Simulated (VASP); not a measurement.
Write the native input for VASP 6.6.1 that does the following.

* Task: single point
* Functional: LDA
* Potentials or basis: VASP PAW LDA potentials, release 64 (Pb_d, O)
* Cutoff: 520 eV
* k mesh: 7 × 7 × 6
* Occupations: fermi-dirac, width 0.03 eV
* Spin: no spin polarisation
* Dipole correction: no
* Further INCAR settings: ALGO = Normal; EDIFF = 1e-06; NBANDS = 28

The structure of PbO lies in POSCAR:

```
PbO
1.0
    3.9744000000      0.0198720000      0.0198720000
    0.0198720000      3.9744000000      0.0198720000
    0.0251100000      0.0251100000      5.0220000000
Pb O
2 2
Direct
    0.0000000000      0.5000000000      0.2351000000
    0.5000000000      0.0000000000      0.7649000000
    0.0000000000      0.0000000000      0.0000000000
    0.5000000000      0.5000000000      0.0000000000
```

This cell differs from its parent crystal: equal xy, yz and zx shear strains of +1 %.

These files were run (other wordings do the same):

INCAR

```
PREC = Accurate ; ENCUT = 520
EDIFF = 1E-6 ; ISMEAR = -1
SIGMA = 0.03 ; LREAL = F
LASPH = T ; NELM = 100
ALGO = Normal ; ISIF = 2
LWAVE = F ; LCHARG = F
NBANDS = 28
```

KPOINTS

```
Automatic mesh
0
Gamma
  7 7 6
```

Potentials or basis: VASP PAW LDA potentials, release 64 (Pb_d, O).

Run with:

```bash
$ cat potpaw_LDA.64/Pb_d/POTCAR potpaw_LDA.64/O/POTCAR > POTCAR
$ mpirun -np 1 vasp_std > vasp.out
```

It gave:

- Pressure: -1.6 GPa
- Largest force: 0.126 eV/Å
- Band gap on the k mesh: 1.43 eV (least direct gap 2.22 eV)

Caveat: the cell differs from its parent crystal (equal xy, yz and zx shear strains of +1 %); spin-orbit coupling is left out, which moves the levels of the heavy elements; an odd mesh through Γ misses points on the zone boundary, where band edges can lie.

It took 5.6 min on 1 thread of AMD EPYC 7R43 64-Core Processor (Zen 3) (shared host), peak memory 0.24 GiB.
